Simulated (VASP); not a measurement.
# ZnO (zincite) (P6_3mc) in VASP: notebook

Runs on ZnO (zincite). Level: PBE. Tasks: single point.

Program: VASP 6.6.1. These are calculated values, not measurements. Logs are shortened: lines on timing, memory, paths and dates and some standing lists are left out, and cuts for length are marked.

**Experimental background.**

“Electronic structure of alkaline earth and post-transition metal oxides”, 2009, arxiv:0908.1581 quotes, for a bulk crystal of ZnO: band gap 3.37 eV.

The runs below are set against these values where they give the same quantity.

## 1. The cell of the first run

The structure is hexagonal, space group P6_3mc (No. 186). Conventional cell: a = 3.220 Å, b = 3.220 Å, c = 5.159 Å, α = 90.00°, β = 90.00°, γ = 120.00°. Zn (site symmetry 3m) has 4 O at 1.96 Å within 2.6 Å. O (site symmetry 3m) has 4 Zn at 1.96 Å within 2.6 Å.

## 2. Single point, PBE

INCAR

```
SYSTEM = ZnO
ALGO = Normal
EDIFF = 1E-7
ENCUT = 520
GGA = PE
ISIF = 2
ISMEAR = 0
LASPH = .True.
LCHARG = .False.
LREAL = .False.
LWAVE = .False.
NBANDS = 26
NELM = 60
PREC = Accurate
SIGMA = 0.01
```

KPOINTS

```
k-points
0
Gamma
  12 12 4
  0 0 0
```

POSCAR

```
ZnO
1.0
    3.2201646543      0.0000000000      0.0000000000
   -1.6100823272      2.7887441247      0.0000000000
    0.0000000000      0.0000000000      5.1590185118
Zn O
2 2
Direct
    0.3333333333      0.6666666667      0.5000000000
    0.6666666667      0.3333333333      0.0000000000
    0.6666666667      0.3333333333      0.3790100000
    0.3333333333      0.6666666667      0.8790100000
```

Potentials or basis: VASP PAW PBE potentials, release 64 (Zn, O).

Command:

```sh
cat potpaw_PBE.64/Zn/POTCAR potpaw_PBE.64/O/POTCAR > POTCAR
mpirun -np 1 vasp_std > vasp.out
```

OUTCAR:

```text
SYSTEM = ZnO
   EDIFF = 1E-7
   ENCUT = 520
   GGA = PE
   ISIF = 2
   ISMEAR = 0
   LASPH = .True.
   LREAL = .False.
   NELM = 60
   PREC = Accurate

 ion  position               nearest neighbor table
   1  0.333  0.667  0.500-   4 1.96   3 1.96   3 1.96   3 1.96
   2  0.667  0.333  0.000-   3 1.96   4 1.96   4 1.96   4 1.96
   3  0.667  0.333  0.379-   2 1.96   1 1.96   1 1.96   1 1.96
   4  0.333  0.667  0.879-   1 1.96   2 1.96   2 1.96   2 1.96

  LATTYP: Found a hexagonal cell.
 ALAT       =     3.2201646543
 C/A-ratio  =     1.6020977390

  Lattice vectors:

 A1 = (   3.2201646543,   0.0000000000,   0.0000000000)
 A2 = (  -1.6100823272,   2.7887441247,   0.0000000000)
 A3 = (   0.0000000000,   0.0000000000,   5.1590185118)

Analysis of symmetry for initial positions (statically):
=====================================================================
 Subroutine PRICEL returns:
 Original cell was already a primitive cell.

 Routine SETGRP: Setting up the symmetry group for a
 hexagonal supercell.

 Subroutine GETGRP returns: Found 12 space group operations
 (whereof  6 operations were pure point group operations)
 out of a pool of 24 trial point group operations.

The static configuration has the point symmetry C_3v.
 The point group associated with its full space group is C_6v.

Analysis of symmetry for dynamics (positions and initial velocities):
=====================================================================
 Subroutine PRICEL returns:
 Original cell was already a primitive cell.

 Routine SETGRP: Setting up the symmetry group for a
 hexagonal supercell.

 Subroutine GETGRP returns: Found 12 space group operations
 (whereof  6 operations were pure point group operations)
 out of a pool of 24 trial point group operations.

The dynamic configuration has the point symmetry C_3v.
 The point group associated with its full space group is C_6v.

 Subroutine INISYM returns: Found 12 space group operations
 (whereof  6 operations are pure point group operations),
 and found     1 'primitive' translations

----------------------------------------------------------------------------------------

                                     Primitive cell

  volume of cell :      46.3291

  direct lattice vectors                    reciprocal lattice vectors
     3.220164654  0.000000000  0.000000000     0.310543127  0.179292175  0.000000000
    -1.610082327  2.788744125  0.000000000     0.000000000  0.358584350  0.000000000
     0.000000000  0.000000000  5.159018512     0.000000000  0.000000000  0.193835319

  length of vectors
     3.220164654  3.220164420  5.159018512     0.358584324  0.358584350  0.193835319

  position of ions in fractional coordinates (direct lattice)
     0.333333333  0.666666667  0.500000000
     0.666666667  0.333333333  0.000000000
     0.666666667  0.333333333  0.379010000
     0.333333333  0.666666667  0.879010000

  ion indices of the primitive-cell ions
   primitive index   ion index
                 1           1
                 2           2
                 3           3
                 4           4

----------------------------------------------------------------------------------------

 KPOINTS: k-points

Automatic generation of k-mesh.
 Grid dimensions read from file:
 generate k-points for:   12   12    4

 Generating k-lattice:

  Cartesian coordinates                     Fractional coordinates (reciprocal lattice)
     0.025878594  0.014941015  0.000000000     0.083333333 -0.000000000  0.000000000
     0.000000000  0.029882029  0.000000000     0.000000000  0.083333333  0.000000000
     0.000000000  0.000000000  0.048458830     0.000000000  0.000000000  0.250000000

  Length of vectors
     0.029882027  0.029882029  0.048458830

  Shift w.r.t. Gamma in fractional coordinates (k-lattice)
     0.000000000  0.000000000  0.000000000

 Subroutine IBZKPT returns following result:
 ===========================================

 Found     57 irreducible k-points:

 Following reciprocal coordinates:
            Coordinates               Weight
  0.000000  0.000000  0.000000      1.000000
  0.083333 -0.000000  0.000000      6.000000
  0.166667  0.000000  0.000000      6.000000
  0.250000  0.000000  0.000000      6.000000
  0.333333 -0.000000  0.000000      6.000000
  0.416667 -0.000000  0.000000      6.000000
[... 16 lines left out ...]
  0.250000  0.000000  0.250000     12.000000
  0.333333 -0.000000  0.250000     12.000000
 [... further k-points ...]
   k-points           NKPTS =     57   k-points in BZ     NKDIM =     57   number of bands    NBANDS=     26
   number of dos      NEDOS =    301   number of ions     NIONS =      4
   total plane-waves  NPLWV =  23040
   dimension x,y,z NGX =    24 NGY =   24 NGZ =   40
   dimension x,y,z NGXF=    48 NGYF=   48 NGZF=   80
   ions per type =               2   2
   NGX,Y,Z   is equivalent  to a cutoff of  12.39, 12.39, 12.89 a.u.
   NGXF,Y,Z  is equivalent  to a cutoff of  24.78, 24.78, 25.78 a.u.
 SYSTEM =  ZnO
   PREC   = accura    normal or accurate (medium, high low for compatibility)
   ISTART =      0    job   : 0-new  1-cont  2-samecut
   ICHARG =      2    charge: 1-file 2-atom 10-const
   ISPIN  =      1    spin polarized calculation?
   LNONCOLLINEAR =      F non collinear calculations
   LSORBIT =      F    spin-orbit coupling
   LASPH  =      T    aspherical Exc in radial PAW
   ENCUT  =  520.0 eV  38.22 Ry    6.18 a.u.   5.99  5.99  9.59*2*pi/ulx,y,z
   NELM   =     60;   NELMIN=  2; NELMDL= -5     # of ELM steps
   EDIFF  = 0.1E-06   stopping-criterion for ELM
   LREAL  =      F    real-space projection
   EDIFFG = 0.1E-05   stopping-criterion for IOM
   NSW    =      0    number of steps for IOM
   IBRION =     -1    ionic relax: 0-MD 1-quasi-New 2-CG
   NFREE  =      0    steps in history (QN), initial steepest desc. (CG)
   ISIF   =      2    stress and relaxation
   ISYM   =      2    0-nonsym 1-usesym 2-fastsym
   POTIM  = 0.5000    time-step for ionic-motion
   TEBEG  =    0.0;   TEEND  =   0.0 temperature during run
   PSTRESS=    0.0 pullay stress
   NELECT =      36.0000    total number of electrons
   NUPDOWN=      -1.0000    fix difference up-down
   EMIN   =  10.00;   EMAX   =-10.00  energy-range for DOS
   EFERMI =   0.00;   METHOD = LEGACY
   ISMEAR =     0;   SIGMA  =   0.01  broadening in eV -4-tet -1-fermi 0-gaus
   EFERMI_NEDOS =   21; number of points for ismear=-14 and -15
   IALGO  =     38    algorithm
   IMIX   =      4    mixing-type and parameters
     AMIX     =   0.40;   BMIX     =  1.00
     AMIX_MAG =   1.60;   BMIX_MAG =  1.00
  volume/ion in A,a.u.               =      11.58        78.16
  Fermi-wavevector in a.u.,A,eV,Ry     =   1.505074  2.844177 30.820548  2.265246
  Thomas-Fermi vector in A             =   2.615970
   LORBIT       =      0    0 simple, 1 ext, 2 COOP (PROOUT), +10 PAW based schemes
   GGA     = PE    functional components
   LHFCALC =     F    Hartree Fock is set to
   AEXX    =    0.0000 exact exchange contribution
   IVDW    =     0    specifies the selected vdW correction
   LEPSILON=     F    determine dielectric tensor
   LRPA    =     F    only Hartree local field effects (RPA)
 non-spin polarized calculation
 Gauss-broadening in eV      SIGMA  =   0.01
  energy-cutoff  :      520.00
  volume of cell :       46.33
 maximum number of plane-waves:      1272
 NGX is ok and might be reduce to    24
   NGX = 11   NGY = 11   NGZ = 19

 number of electron      36.0000012 magnetization

 Free energy of the ion-electron system (eV)
  ---------------------------------------------------
  ext. energy  EPLUGINS =         0.00000000
  ---------------------------------------------------
  free energy    TOTEN  =       -17.75646124 eV

  energy without entropy =      -17.75646124  energy(sigma->0) =      -17.75646124

 E-fermi :   1.5076     XC(G=0): -11.0567

 val. band max:        1.4512123618   @ k =   0.0000   0.0000   0.0000
 cond. band min:       2.2808921312   @ k =   0.0000   0.0000   0.0000
 fundamental gap:      0.8296797694
 Fermi energy:         1.5076227707

 k-point     1 :       0.0000    0.0000    0.0000
  band No.  band energies     occupation
      1     -16.8610      2.00000
      2     -16.0871      2.00000
      3      -4.3911      2.00000
      4      -4.3734      2.00000
      5      -4.3734      2.00000
      6      -4.3303      2.00000
[... 18 lines left out ...]
     25      15.7610      0.00000
     26      15.7610      0.00000

 k-point     2 :       0.0833   -0.0000    0.0000
  band No.  band energies     occupation
      1     -16.8207      2.00000
      2     -16.0694      2.00000
      3      -4.4275      2.00000
      4      -4.3503      2.00000
      5      -4.3313      2.00000
      6      -4.3019      2.00000
[... 18 lines left out ...]
     25      15.8599      0.00000
     26      15.8616      0.00000

 k-point     3 :       0.1667    0.0000    0.0000
  band No.  band energies     occupation
      1     -16.7072      2.00000
      2     -16.0225      2.00000
      3      -4.5433      2.00000
      4      -4.2895      2.00000
      5      -4.2675      2.00000
      6      -4.2164      2.00000
[... 18 lines left out ...]
     25      15.7386      0.00000
     26      15.9620      0.00000

 k-point     4 :       0.2500    0.0000    0.0000
  band No.  band energies     occupation
      1     -16.5423      2.00000
      2     -15.9636      2.00000
      3      -4.6612      2.00000
      4      -4.2953      2.00000
      5      -4.2150      2.00000
      6      -4.1060      2.00000
[... 18 lines left out ...]
     25      14.9467      0.00000
     26      15.8126      0.00000
[... 496 lines left out ...]
      1     -16.6100      2.00000
      2     -16.1256      2.00000
      3      -4.6243      2.00000
      4      -4.5307      2.00000
      5      -4.2662      2.00000
      6      -4.2466      2.00000
[... 18 lines left out ...]
     25      14.7273      0.00000
     26      15.5247      0.00000

 k-point    23 :       0.2500    0.0000    0.2500
  band No.  band energies     occupation
      1     -16.4580      2.00000
      2     -16.0484      2.00000
      3      -4.7329      2.00000
      4      -4.5437      2.00000
      5      -4.1814      2.00000
      6      -4.1406      2.00000
[... 18 lines left out ...]
     25      14.9536      0.00000
     26      15.5362      0.00000

 k-point    24 :       0.3333   -0.0000    0.2500
  band No.  band energies     occupation
      1     -16.2928      2.00000
      2     -15.9782      2.00000
      3      -4.7944      2.00000
      4      -4.5775      2.00000
      5      -4.1067      2.00000
      6      -4.0124      2.00000
[... 18 lines left out ...]
     25      15.0386      0.00000
     26      15.5540      0.00000

 [... further k-points ...]
[... 5 lines left out ...]
  --------------------------------------------------------------------------------------
  -------------------------------------------------------------------------------------
  Total        2.8255954      2.8255949      3.3746672     -0.0000000      0.0000000      0.0000000
  in kB       97.7162357     97.7162167    116.7045265     -0.0000000      0.0000000      0.0000000
  external PRESSURE =     104.0456596 kB  Pullay stress =       0.0000000 kB

 VOLUME and BASIS-vectors are now :
 -----------------------------------------------------------------------------
  energy-cutoff  :      520.00
  volume of cell :       46.33
      direct lattice vectors                 reciprocal lattice vectors
     3.220164654  0.000000000  0.000000000     0.310543127  0.179292175  0.000000000
    -1.610082327  2.788744125  0.000000000     0.000000000  0.358584350  0.000000000
     0.000000000  0.000000000  5.159018512     0.000000000  0.000000000  0.193835319

 POSITION                                       TOTAL-FORCE (eV/Angst)
 -----------------------------------------------------------------------------------
     -0.00000      1.85916      2.57951         0.000000     -0.000000     -0.084300
      1.61008      0.92958      0.00000         0.000000     -0.000000     -0.084300
      1.61008      0.92958      1.95532        -0.000000      0.000000      0.084300
     -0.00000      1.85916      4.53483        -0.000000     -0.000000      0.084300
 -----------------------------------------------------------------------------------
    total drift:                                0.000001      0.000001      0.000041

  FREE ENERGIE OF THE ION-ELECTRON SYSTEM (eV)
  ---------------------------------------------------
  free  energy   TOTEN  =       -17.7564612395 eV

  energy  without entropy=      -17.7564612395  energy(sigma->0) =      -17.75646124
```

It used 53 s of CPU time on 1 thread of AMD EPYC 7R13 Processor (Zen 3), on a shared host.

Results:

```yaml
Free_energy: -17.7565 eV
Pressure: 10.4 GPa
Largest_force: 0.084 eV/Å
Band_gap_on_the_k_mesh: 0.83 eV, direct
```

Forces in eV/Å, atoms in the order of the input:
```
Zn   0.000  0.000 -0.084
Zn   0.000  0.000 -0.084
O    0.000  0.000  0.084
O    0.000  0.000  0.084
```

As with any semilocal functional, this PBE gap is likely too small.

## 3. Single point, PBE

This run uses another cell than the first one, of 11.90 Å³/atom, 1.027 times its volume.

INCAR

```
SYSTEM = ZnO
  PREC = Accurate
  ENCUT = 520
  EDIFF = 1E-6
  ISMEAR = 0
  SIGMA = 0.01
  LREAL = .FALSE.
  LASPH = .TRUE.
  NELM = 60
  ALGO = Normal
  ISIF = 2
  LWAVE = .FALSE.
  LCHARG = .FALSE.
  GGA = PE
  NBANDS = 26
```

KPOINTS

```
regular mesh
0
G
  12 12 4
  0 0 0
```

POSCAR

```
ZnO
1.0
    3.2493080000      0.0000000000      0.0000000000
   -1.6246540000      2.8139830000      0.0000000000
    0.0000000000      0.0000000000      5.2057090000
Zn O
2 2
Direct
    0.3333333333      0.6666666667      0.5000000000
    0.6666666667      0.3333333333      0.0000000000
    0.6666666667      0.3333333333      0.3790100000
    0.3333333333      0.6666666667      0.8790100000
```

Potentials or basis: VASP PAW PBE potentials, release 64 (Zn, O).

Command:

```sh
cat potpaw_PBE.64/Zn/POTCAR potpaw_PBE.64/O/POTCAR > POTCAR
mpirun -np 1 vasp_std > vasp.out
```

Wall time 71 s (1 thread of AMD EPYC 7R13 (Zen 3), shared host); peak memory 0.16 GiB.

Results (log left out):

```yaml
Free_energy: -17.8222 eV
Pressure: 6.0 GPa
Largest_force: 0.074 eV/Å
Band_gap_on_the_k_mesh: 0.79 eV, direct
```

Forces on the atoms (eV/Å):
```
Zn   0.000  0.000 -0.074
Zn   0.000  0.000 -0.074
O    0.000  0.000  0.074
O    0.000  0.000  0.074
```

Stress tensor (GPa, compression positive):
```
5.43 0.00 0.00
0.00 5.43 0.00
0.00 0.00 7.19
```

Levels at points of the mesh, in eV from the valence-band top:
| k point | band 14 | band 15 | band 16 | band 17 | band 18 | band 19 | band 20 | band 21 | band 22 | band 23 |
| --- | --- | --- | --- | --- | --- | --- | --- | --- | --- | --- |
| (0.00, 0.00, 0.00) | -0.81 | -0.81 | -0.07 | 0.00 | 0.00 | 0.79 | 5.21 | 8.26 | 12.85 | 12.85 |
| (0.50, 0.00, 0.00) | -3.53 | -2.82 | -2.28 | -1.28 | -0.83 | 5.77 | 6.86 | 7.62 | 8.48 | 10.65 |
| (0.00, 0.00, 0.50) | -2.22 | -0.40 | -0.40 | -0.40 | -0.40 | 3.46 | 3.46 | 10.12 | 10.12 | 13.14 |
| (0.50, 0.00, 0.50) | -3.74 | -1.51 | -1.51 | -1.35 | -1.35 | 5.72 | 5.72 | 8.42 | 8.42 | 11.32 |

A hybrid or GW would open this gap; PBE tends to underestimate it.

## 4. Single point, PBE

This run uses another cell than the first one, of 12.22 Å³/atom, 1.055 times its volume.

INCAR

```
  ALGO = Normal
  EDIFF = 1E-6
  ENCUT = 520
  GGA = PE
  ISIF = 2
  ISMEAR = 0
  LASPH = T
  LCHARG = F
  LREAL = F
  LWAVE = F
  NBANDS = 26
  NELM = 60
  PREC = Accurate
  SIGMA = 0.01
```

KPOINTS

```
k-points
0
Gamma
  12 12 4
```

POSCAR

```
ZnO
1.0
    3.2779377395      0.0000000000      0.0000000000
   -1.6389688697      2.8387770793      0.0000000000
    0.0000000000      0.0000000000      5.2515766409
Zn O
2 2
Direct
    0.3333333333      0.6666666667      0.5000000000
    0.6666666667      0.3333333333      0.0000000000
    0.6666666667      0.3333333333      0.3790100000
    0.3333333333      0.6666666667      0.8790100000
```

Command:

```sh
cat potpaw_PBE.64/Zn/POTCAR potpaw_PBE.64/O/POTCAR > POTCAR
mpirun -np 1 vasp_std > vasp.out
```

It took 76 s on 1 thread of AMD EPYC 7R13 (Zen 3), shared host; peak memory 0.17 GiB.

It converged, with:

```yaml
Free_energy: -17.8550 eV
Pressure: 2.1 GPa
Largest_force: 0.065 eV/Å
Band_gap_on_the_k_mesh: 0.75 eV, direct
```

Forces in eV/Å, atoms in the order of the input:
```
Zn   0.000  0.000 -0.065
Zn   0.000  0.000 -0.065
O    0.000  0.000  0.065
O    0.000  0.000  0.065
```

Stress tensor (GPa, compression positive):
```
1.58 0.00 0.00
0.00 1.58 0.00
0.00 0.00 3.22
```

Levels at points of the mesh, in eV from the valence-band top:
| k point | band 16 | band 17 | band 18 | band 19 | band 20 | band 21 |
| --- | --- | --- | --- | --- | --- | --- |
| (0.00, 0.00, 0.00) | -0.06 | 0.00 | 0.00 | 0.75 | 5.11 | 8.18 |
| (0.50, 0.00, 0.00) | -2.19 | -1.24 | -0.79 | 5.66 | 6.83 | 7.59 |
| (0.00, 0.00, 0.50) | -0.39 | -0.39 | -0.39 | 3.40 | 3.40 | 10.01 |
| (0.50, 0.00, 0.50) | -1.45 | -1.31 | -1.31 | 5.67 | 5.67 | 8.27 |

## 5. Summary

| cell | gap on the mesh (eV) | pressure (GPa) | largest force (eV/Å) |
| --- | --- | --- | --- |
| a = 3.220, b = 3.220, c = 5.159 Å, angles 90.0, 90.0, 120.0°, 4 atoms | 0.83 | 10.4 | 0.08 |
| a = 3.249, b = 3.249, c = 5.206 Å, angles 90.0, 90.0, 120.0°, 4 atoms | 0.79 | 6.0 | 0.07 |
| a = 3.278, b = 3.278, c = 5.252 Å, angles 90.0, 90.0, 120.0°, 4 atoms | 0.75 | 2.1 | 0.06 |

Alike in all rows: task single point; level PBE; potentials or basis VASP PAW PBE potentials, release 64 (Zn, O); no spin polarisation; k mesh 12 × 12 × 4; cutoff (eV) 520; smearing gaussian 0.01 eV.

Total energies depend on the potentials used, so only differences within one code and one set of settings carry meaning.

## 6. Comparison with measurements

Step 4. Measured gap of ZnO: 3.37 eV (quoted in “Electronic structure of alkaline earth and post-transition metal oxides”, 2009, arxiv:0908.1581). This calculation gives 0.75 eV (-2.62 eV). So large a miss can be the level of theory's own, or it may mean another phase, state or a wrong row. The value is that of PBE, without temperature or zero-point motion. Semilocal functionals fall short of measured gaps as a rule.
